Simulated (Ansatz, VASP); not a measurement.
**Two plane-wave programs on LiReS2**

```
CELL_PARAMETERS angstrom
1.76693 1.02014 6.21769
-1.76693 1.02014 6.21769
0.00000 -2.04027 6.21769
ATOMIC_POSITIONS crystal
Li 0.00000 0.00000 0.00000
Re 0.50000 0.50000 0.50000
S 0.22200 0.22200 0.22200
S 0.77800 0.77800 0.77800
```

Alike in both runs: task relaxation of cell and atoms; functional PBE; k mesh 6 × 6 × 6; occupations gaussian, width 0.1 eV; no spin polarisation.

```csv
,VASP,Ansatz
version,VASP 6.6.1,Ansatz 0.2.0
potentials or method,"VASP PAW PBE potentials, release 64 (Li_sv, Re, S), cutoff 600 eV","scalar-relativistic, plane waves, PAW"
valence electrons in the cell,22,30
```

VASP gave:

| Property | Result |
| --- | --- |
| gap on the k mesh at the Fermi level, each at its own relaxed structure (eV) | none |
| relaxed volume (Å³/atom) | 16.14 |
| relaxed length of the cell vector where the two differ most in proportion (Å) | 6.065 |

Which values does Ansatz return?

gap on the k mesh at the Fermi level, each at its own relaxed structure (eV): none; relaxed volume (Å³/atom): 16.13; relaxed length of the cell vector where the two differ most in proportion (Å): 6.072.

A gap of «none» marks a metal or a gap that the smearing closes. VASP's potentials hold 22 valence electrons a cell and Ansatz's 30, so a difference there can come from the potentials and not from the codes.

Neither program's run includes spin-orbit coupling. Noted on VASP's run: the cutoff is under 1.25 times that of the potentials, so the pressure is a little rough.
